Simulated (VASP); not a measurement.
Set up this calculation in VASP 6.6.1, as the native input.

| Item | Value |
| --- | --- |
| Task | single point |
| Functional | PBE |
| Potentials or basis | VASP PAW PBE potentials, release 64 (Sr_sv, V_sv, O) |
| Cutoff | 520 eV |
| k mesh | 5 × 5 × 5 |
| Occupations | fermi-dirac, width 0.1 eV |
| Spin | collinear spin, ferromagnetic start |
| Starting moments | [0.0, 1.66, 0.0, 0.0, 0.0] μB |
| Fixed moment | 1.66 μB |
| Hubbard terms | V d U = 6.2 eV |
| Dipole correction | no |
| Further INCAR settings | ALGO = Normal; EDIFF = 1e-06; NBANDS = 32 |

The structure of SrVO3 lies in POSCAR:

```
SrVO3
1.0
    3.8425000000      0.0000000000      0.0000000000
    0.0000000000      3.8425000000      0.0000000000
    0.0000000000      0.0000000000      3.8425000000
Sr V O
1 1 3
Direct
    0.0000000000      0.0000000000      0.0000000000
    0.5000000000      0.5000000000      0.5000000000
    0.5000000000      0.0000000000      0.5000000000
    0.0000000000      0.5000000000      0.5000000000
    0.5000000000      0.5000000000      0.0000000000
```

One way to write it, as run:

INCAR

```
SYSTEM = SrVO3
ALGO = Normal ; EDIFF = 1E-6
ENCUT = 520 ; GGA = PE
ISIF = 2 ; ISMEAR = -1
ISPIN = 2 ; LASPH = .True.
LCHARG = .False. ; LDAU = .True.
LDAUJ = 0 0 0 ; LDAUL = -1 2 -1
LDAUPRINT = 1 ; LDAUTYPE = 2
LDAUU = 0 6.2 0 ; LMAXMIX = 4
LORBIT = 11 ; LREAL = .False.
LWAVE = .False. ; MAGMOM = 0 1.66 0 0 0
NBANDS = 32 ; NELM = 150
NUPDOWN = 1.66 ; PREC = Accurate
SIGMA = 0.1
```

KPOINTS

```
k-points
0
Gamma
  5 5 5
  0 0 0
```

Potentials or basis: VASP PAW PBE potentials, release 64 (Sr_sv, V_sv, O).

Run with:

```sh
$ cat potpaw_PBE.64/Sr_sv/POTCAR potpaw_PBE.64/V_sv/POTCAR potpaw_PBE.64/O/POTCAR > POTCAR
$ mpirun -np 1 vasp_std > vasp.out
```

Results of the run:

* Pressure: 16.0 GPa
* Net moment: 1.66 μB per cell
* Site moments: Sr -0.01; V +1.46; O +0.03 μB
* Valence electrons inside the program's atomic spheres: Sr 8.03; V 11.52; O 5.06

Caveat: the total moment is fixed, so each spin has its own Fermi level.

It took 50 s on 1 thread of Intel(R) Xeon(R) Platinum 8488C (Sapphire Rapids) (shared host), peak memory 0.2 GiB.
